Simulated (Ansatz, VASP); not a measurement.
Ir in VASP and in Ansatz

```
Ir
1.0
     2.73797    0.00000    0.00000
    -1.36898    2.37115    0.00000
     0.00000    0.00000   22.36830
Ir
10
Direct
  0.00000 0.00000 0.99963
  0.33333 0.66667 0.09944
  0.00000 0.00000 0.20061
  0.33333 0.66667 0.30036
  0.66667 0.33333 0.39994
  0.00000 0.00000 0.50006
  0.33333 0.66667 0.59964
  0.66667 0.33333 0.69939
  0.33333 0.66667 0.80056
  0.66667 0.33333 0.90037
```

Alike in both runs: functional PBE; k mesh 18 × 18 × 2; occupations gaussian, width 0.1 eV; no spin polarisation.

Ansatz relaxed the structure, and its values are those at the end. VASP's run is a single point on that final structure, the one shown.

|  | VASP | Ansatz |
| --- | --- | --- |
| version | VASP 6.6.1 | Ansatz 0.2.0 |
| potentials or method | VASP PAW PBE potentials, release 64 (Ir), cutoff 520 eV | scalar-relativistic, plane waves, PAW |
| valence electrons in the cell | 90 | 170 |

VASP gave:

```
gap on the k mesh at the Fermi level (eV) : none
pressure (GPa)                            : 0.5
```

What did Ansatz give for the same quantities?

gap on the k mesh at the Fermi level (eV): none; pressure (GPa): 0.0.

A gap of «none» marks a metal or a gap that the smearing closes. VASP's potentials hold 90 valence electrons a cell and Ansatz's 170, so a difference there can come from the potentials and not from the codes.

Neither program's run includes spin-orbit coupling.
